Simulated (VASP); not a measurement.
# Tc (P6_3/mmc) in VASP: a series of runs

Runs on Tc. Level: PBEsol. Tasks: single point.

All numbers are computed with VASP 6.6.1; they aren't measurements. Logs are shortened: lines on timing, memory, paths and dates and some standing lists are left out, and cuts for length are marked.

### Step 1. The cell of the first run

The structure is hexagonal, space group P6_3/mmc (No. 194). Conventional cell: a = 2.724 Å, b = 2.724 Å, c = 4.356 Å, α = 90.00°, β = 90.00°, γ = 120.00°. Within 3.5 Å of Tc (site symmetry -6m2) lie 12 Tc at 2.69 to 2.72 Å.

### Step 2. Single point, PBEsol

File INCAR:

```
PREC = Accurate
ENCUT = 520
EDIFF = 1E-6
ISMEAR = 0
SIGMA = 0.05
LREAL = False
LASPH = True
NELM = 100
ALGO = Fast
ISIF = 2
LWAVE = False
LCHARG = False
GGA = PS
NBANDS = 20
```

File KPOINTS:

```
Automatic mesh
0
Gamma
  18 18 10
```

File POSCAR:

```
Tc
1.0
    2.7242149808      0.0000000000      0.0000000000
   -1.3621074904      2.3592393787      0.0000000000
    0.0000000000      0.0000000000      4.3557473420
Tc
2
Direct
    0.3333333333      0.6666666667      0.2500000000
    0.6666666667      0.3333333333      0.7500000000
```

Potentials or basis: VASP PAW PBE potentials, release 64 (Tc_pv).

Command:

```
$ cat potpaw_PBE.64/Tc_pv/POTCAR > POTCAR
$ mpirun -np 1 vasp_std > vasp.out
```

OUTCAR:

```text
PREC = Accurate
   ENCUT = 520
   EDIFF = 1E-6
   ISMEAR = 0
   LREAL = False
   LASPH = True
   NELM = 100
   ISIF = 2
   GGA = PS

 ion  position               nearest neighbor table
   1  0.333  0.667  0.250-   2 2.69   2 2.69   2 2.69   2 2.69   2 2.69   2 2.69
   2  0.667  0.333  0.750-   1 2.69   1 2.69   1 2.69   1 2.69   1 2.69   1 2.69

  LATTYP: Found a hexagonal cell.
 ALAT       =     2.7242149808
 C/A-ratio  =     1.5989000034

  Lattice vectors:

 A1 = (   2.7242149808,   0.0000000000,   0.0000000000)
 A2 = (  -1.3621074904,   2.3592393787,   0.0000000000)
 A3 = (   0.0000000000,   0.0000000000,   4.3557473420)

Analysis of symmetry for initial positions (statically):
=====================================================================
 Subroutine PRICEL returns:
 Original cell was already a primitive cell.

 Routine SETGRP: Setting up the symmetry group for a
 hexagonal supercell.

 Subroutine GETGRP returns: Found 24 space group operations
 (whereof 12 operations were pure point group operations)
 out of a pool of 24 trial point group operations.

The static configuration has the point symmetry D_3d.
 The point group associated with its full space group is D_6h.

Analysis of symmetry for dynamics (positions and initial velocities):
=====================================================================
 Subroutine PRICEL returns:
 Original cell was already a primitive cell.

 Routine SETGRP: Setting up the symmetry group for a
 hexagonal supercell.

 Subroutine GETGRP returns: Found 24 space group operations
 (whereof 12 operations were pure point group operations)
 out of a pool of 24 trial point group operations.

The dynamic configuration has the point symmetry D_3d.
 The point group associated with its full space group is D_6h.

 Subroutine INISYM returns: Found 24 space group operations
 (whereof 12 operations are pure point group operations),
 and found     1 'primitive' translations

----------------------------------------------------------------------------------------

                                     Primitive cell

  volume of cell :      27.9947

  direct lattice vectors                    reciprocal lattice vectors
     2.724214981  0.000000000  0.000000000     0.367078225  0.211932712  0.000000000
    -1.362107490  2.359239379  0.000000000     0.000000000  0.423865424  0.000000000
     0.000000000  0.000000000  4.355747342     0.000000000  0.000000000  0.229581728

  length of vectors
     2.724214981  2.724214981  4.355747342     0.423865424  0.423865424  0.229581728

  position of ions in fractional coordinates (direct lattice)
     0.333333333  0.666666667  0.250000000
     0.666666667  0.333333333  0.750000000

  ion indices of the primitive-cell ions
   primitive index   ion index
                 1           1
                 2           2

----------------------------------------------------------------------------------------

 KPOINTS: Automatic mesh

Automatic generation of k-mesh.
 Grid dimensions read from file:
 generate k-points for:   18   18   10

 Generating k-lattice:

  Cartesian coordinates                     Fractional coordinates (reciprocal lattice)
     0.020393235  0.011774040  0.000000000     0.055555556  0.000000000  0.000000000
     0.000000000  0.023548079  0.000000000     0.000000000  0.055555556  0.000000000
     0.000000000  0.000000000  0.022958173     0.000000000  0.000000000  0.100000000

  Length of vectors
     0.023548079  0.023548079  0.022958173

  Shift w.r.t. Gamma in fractional coordinates (k-lattice)
     0.000000000  0.000000000  0.000000000

 Subroutine IBZKPT returns following result:
 ===========================================

 Found    222 irreducible k-points:

 Following reciprocal coordinates:
            Coordinates               Weight
  0.000000  0.000000  0.000000      1.000000
  0.055556 -0.000000  0.000000      6.000000
  0.111111 -0.000000  0.000000      6.000000
  0.166667 -0.000000  0.000000      6.000000
  0.222222 -0.000000  0.000000      6.000000
  0.277778  0.000000  0.000000      6.000000
[... 16 lines left out ...]
  0.333333  0.111111  0.000000     12.000000
  0.388889  0.111111  0.000000     12.000000
 [... further k-points ...]
   k-points           NKPTS =    222   k-points in BZ     NKDIM =    222   number of bands    NBANDS=     20
   number of dos      NEDOS =    301   number of ions     NIONS =      2
   total plane-waves  NPLWV =  12800
   dimension x,y,z NGX =    20 NGY =   20 NGZ =   32
   dimension x,y,z NGXF=    40 NGYF=   40 NGZF=   64
   ions per type =               2
   NGX,Y,Z   is equivalent  to a cutoff of  12.21, 12.21, 12.21 a.u.
   NGXF,Y,Z  is equivalent  to a cutoff of  24.41, 24.41, 24.43 a.u.
 SYSTEM =  unknown system
   PREC   = accura    normal or accurate (medium, high low for compatibility)
   ISTART =      0    job   : 0-new  1-cont  2-samecut
   ICHARG =      2    charge: 1-file 2-atom 10-const
   ISPIN  =      1    spin polarized calculation?
   LNONCOLLINEAR =      F non collinear calculations
   LSORBIT =      F    spin-orbit coupling
   LASPH  =      T    aspherical Exc in radial PAW
   ENCUT  =  520.0 eV  38.22 Ry    6.18 a.u.   5.07  5.07  8.10*2*pi/ulx,y,z
   NELM   =    100;   NELMIN=  2; NELMDL= -5     # of ELM steps
   EDIFF  = 0.1E-05   stopping-criterion for ELM
   LREAL  =      F    real-space projection
   EDIFFG = 0.1E-04   stopping-criterion for IOM
   NSW    =      0    number of steps for IOM
   IBRION =     -1    ionic relax: 0-MD 1-quasi-New 2-CG
   NFREE  =      0    steps in history (QN), initial steepest desc. (CG)
   ISIF   =      2    stress and relaxation
   ISYM   =      2    0-nonsym 1-usesym 2-fastsym
   POTIM  = 0.5000    time-step for ionic-motion
   TEBEG  =    0.0;   TEEND  =   0.0 temperature during run
   PSTRESS=    0.0 pullay stress
   NELECT =      26.0000    total number of electrons
   NUPDOWN=      -1.0000    fix difference up-down
   EMIN   =  10.00;   EMAX   =-10.00  energy-range for DOS
   EFERMI =   0.00;   METHOD = LEGACY
   ISMEAR =     0;   SIGMA  =   0.05  broadening in eV -4-tet -1-fermi 0-gaus
   EFERMI_NEDOS =   21; number of points for ismear=-14 and -15
   IALGO  =     68    algorithm
   IMIX   =      4    mixing-type and parameters
     AMIX     =   0.40;   BMIX     =  1.00
     AMIX_MAG =   1.60;   BMIX_MAG =  1.00
  volume/ion in A,a.u.               =      14.00        94.46
  Fermi-wavevector in a.u.,A,eV,Ry     =   1.597254  3.018372 34.711451  2.551220
  Thomas-Fermi vector in A             =   2.694889
   LORBIT       =      0    0 simple, 1 ext, 2 COOP (PROOUT), +10 PAW based schemes
   GGA     = PS    functional components
   LHFCALC =     F    Hartree Fock is set to
   AEXX    =    0.0000 exact exchange contribution
   IVDW    =     0    specifies the selected vdW correction
   LEPSILON=     F    determine dielectric tensor
   LRPA    =     F    only Hartree local field effects (RPA)
 non-spin polarized calculation
 RMM-DIIS sequential band-by-band and
 Gauss-broadening in eV      SIGMA  =   0.05
  energy-cutoff  :      520.00
  volume of cell :       27.99
 maximum number of plane-waves:       780
   NGX = 11   NGY = 11   NGZ = 17

 number of electron      26.0000003 magnetization

 Free energy of the ion-electron system (eV)
  ---------------------------------------------------
  ext. energy  EPLUGINS =         0.00000000
  ---------------------------------------------------
  free energy    TOTEN  =       -22.53665194 eV

  energy without entropy =      -22.53453036  energy(sigma->0) =      -22.53559115

 E-fermi :  12.8536     XC(G=0): -14.0715

 val. band max:       12.8522810049   @ k =   0.1667   0.1111   0.1000
 cond. band min:      12.8582929219   @ k =   0.3333   0.3333   0.0000
 fundamental gap:      0.0060119170
 Fermi energy:        12.8535521652

 k-point     1 :       0.0000    0.0000    0.0000
  band No.  band energies     occupation
      1     -26.5635      2.00000
      2     -25.3680      2.00000
      3     -25.3680      2.00000
      4     -25.1644      2.00000
      5     -25.1644      2.00000
      6     -25.1155      2.00000
[... 12 lines left out ...]
     19      24.2639      0.00000
     20      27.1776      0.00000

 k-point     2 :       0.0556   -0.0000    0.0000
  band No.  band energies     occupation
      1     -26.5499      2.00000
      2     -25.3988      2.00000
      3     -25.3781      2.00000
      4     -25.1966      2.00000
      5     -25.1686      2.00000
      6     -25.1213      2.00000
[... 12 lines left out ...]
     19      24.2510      0.00000
     20      27.4231      0.00000

 k-point     3 :       0.1111   -0.0000    0.0000
  band No.  band energies     occupation
      1     -26.5099      2.00000
      2     -25.4876      2.00000
      3     -25.4068      2.00000
      4     -25.2879      2.00000
      5     -25.1810      2.00000
      6     -25.1389      2.00000
[... 12 lines left out ...]
     19      24.1953      0.00000
     20      28.0893      0.00000

 k-point     4 :       0.1667   -0.0000    0.0000
  band No.  band energies     occupation
      1     -26.4458      2.00000
      2     -25.6234      2.00000
      3     -25.4494      2.00000
      4     -25.4247      2.00000
      5     -25.2010      2.00000
      6     -25.1684      2.00000
[... 12 lines left out ...]
     19      24.0723      0.00000
     20      28.8521      0.00000

 k-point     5 :       0.2222   -0.0000    0.0000
  band No.  band energies     occupation
      1     -26.3617      2.00000
      2     -25.7894      2.00000
      3     -25.5876      2.00000
      4     -25.5001      2.00000
      5     -25.2267      2.00000
      6     -25.2099      2.00000
[... 12 lines left out ...]
     19      23.8883      0.00000
     20      28.6111      0.00000

 k-point     6 :       0.2778    0.0000    0.0000
  band No.  band energies     occupation
      1     -26.2632      2.00000
      2     -25.9653      2.00000
      3     -25.7555      2.00000
      4     -25.5524      2.00000
      5     -25.2629      2.00000
      6     -25.2551      2.00000
[... 12 lines left out ...]
     19      23.6826      0.00000
     20      27.1523      0.00000

 k-point     7 :       0.3333   -0.0000    0.0000
  band No.  band energies     occupation
      1     -26.1577      2.00000
      2     -26.1295      2.00000
      3     -25.9088      2.00000
      4     -25.6003      2.00000
      5     -25.3255      2.00000
      6     -25.2826      2.00000
[... 12 lines left out ...]
     19      23.4624      0.00000
     20      25.4646      0.00000
[... 277 lines left out ...]
 k-point    20 :       0.1667    0.1111    0.0000
  band No.  band energies     occupation
      1     -26.3270      2.00000
      2     -25.8001      2.00000
      3     -25.7121      2.00000
      4     -25.4740      2.00000
      5     -25.2762      2.00000
      6     -25.2279      2.00000
[... 12 lines left out ...]
     19      23.8598      0.00000
     20      28.6510      0.00000

 k-point    21 :       0.2222    0.1111    0.0000
  band No.  band energies     occupation
      1     -26.2309      2.00000
      2     -25.9589      2.00000
      3     -25.8347      2.00000
      4     -25.5521      2.00000
      5     -25.3158      2.00000
      6     -25.2812      2.00000
[... 12 lines left out ...]
     19      23.7372      0.00000
     20      27.0470      0.00000

 k-point    22 :       0.2778    0.1111    0.0000
  band No.  band energies     occupation
      1     -26.1274      2.00000
      2     -26.1117      2.00000
      3     -25.9423      2.00000
      4     -25.6264      2.00000
      5     -25.3515      2.00000
      6     -25.3443      2.00000
[... 12 lines left out ...]
     19      23.8580      0.00000
     20      25.2835      0.00000

 k-point    23 :       0.3333    0.1111    0.0000
  band No.  band energies     occupation
      1     -26.2357      2.00000
      2     -26.0284      2.00000
      3     -26.0265      2.00000
      4     -25.6863      2.00000
      5     -25.4121      2.00000
      6     -25.3802      2.00000
[... 12 lines left out ...]
     19      24.3683      0.00000
     20      24.9940      0.00000

 k-point    24 :       0.3889    0.1111    0.0000
  band No.  band energies     occupation
      1     -26.3160      2.00000
      2     -26.0845      2.00000
      3     -25.9446      2.00000
      4     -25.7247      2.00000
      5     -25.4723      2.00000
      6     -25.3988      2.00000
[... 12 lines left out ...]
     19      24.6352      0.00000
     20      25.2736      0.00000

 [... further k-points ...]

------------------------ aborting loop because EDIFF is reached ----------------------------------------

  FORCE on cell =-STRESS in cart. coord.  units (eV):
  Direction    XX          YY          ZZ          XY          YZ          ZX
  --------------------------------------------------------------------------------------
  -------------------------------------------------------------------------------------
  Total       -0.1151493     -0.1151493     -0.1162610      0.0000000      0.0000000      0.0000000
  in kB       -6.5901597     -6.5901597     -6.6537805      0.0000000      0.0000000      0.0000000
  external PRESSURE =      -6.6113667 kB  Pullay stress =       0.0000000 kB

 VOLUME and BASIS-vectors are now :
 -----------------------------------------------------------------------------
  energy-cutoff  :      520.00
  volume of cell :       27.99
      direct lattice vectors                 reciprocal lattice vectors
     2.724214981  0.000000000  0.000000000     0.367078225  0.211932712  0.000000000
    -1.362107490  2.359239379  0.000000000     0.000000000  0.423865424  0.000000000
     0.000000000  0.000000000  4.355747342     0.000000000  0.000000000  0.229581728

 POSITION                                       TOTAL-FORCE (eV/Angst)
 -----------------------------------------------------------------------------------
     -0.00000      1.57283      1.08894         0.000000     -0.000000      0.000000
      1.36211      0.78641      3.26681        -0.000000      0.000000      0.000000
 -----------------------------------------------------------------------------------
    total drift:                               -0.000000      0.000000     -0.000000

  FREE ENERGIE OF THE ION-ELECTRON SYSTEM (eV)
  ---------------------------------------------------
  free  energy   TOTEN  =       -22.5366519439 eV

  energy  without entropy=      -22.5345303578  energy(sigma->0) =      -22.53559115
```

Wall time 34 s (1 thread of Intel Xeon 6975P-C (Granite Rapids), shared host); peak memory 0.21 GiB.

Results:

```yaml
Free_energy: -22.5367 eV
Pressure: -0.7 GPa
Band_gap_on_the_k_mesh: zero (band 13 reaches 14.67 eV, above the bottom of band 14 at 11.14 eV)
```

Caveat: the PAW data sets were made with another functional, which shifts forces and pressure a little.

[end of part 1 of 2]
